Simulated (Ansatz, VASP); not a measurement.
# C in VASP and in Ansatz

```
C
1.0
     2.46650    0.00000    0.00000
    -1.23325    2.13605    0.00000
     0.00000    0.00000    4.42394
C
2
Direct
  0.33333 0.66667 0.50000
  0.66667 0.33333 0.50000
```

Alike in both runs: functional PBE; k mesh 24 × 24 × 12; occupations gaussian, width 0.1 eV; no spin polarisation.

Ansatz relaxed the structure, and its values are those at the end. VASP's run is a single point on that final structure, the one shown.

```csv
,VASP,Ansatz
version,VASP 6.6.1,Ansatz 0.2.0
potentials or method,"VASP PAW PBE potentials, release 64 (C), cutoff 520 eV","scalar-relativistic, plane waves, PAW"
valence electrons in the cell,8,8
```

Ansatz gave:

```
gap on the k mesh at the Fermi level (eV) : none
pressure (GPa)                            : 0.0
```

Q: Which values does VASP return?

A: gap on the k mesh at the Fermi level (eV): none; pressure (GPa): 0.3.

A gap of «none» marks a metal or a gap that the smearing closes.
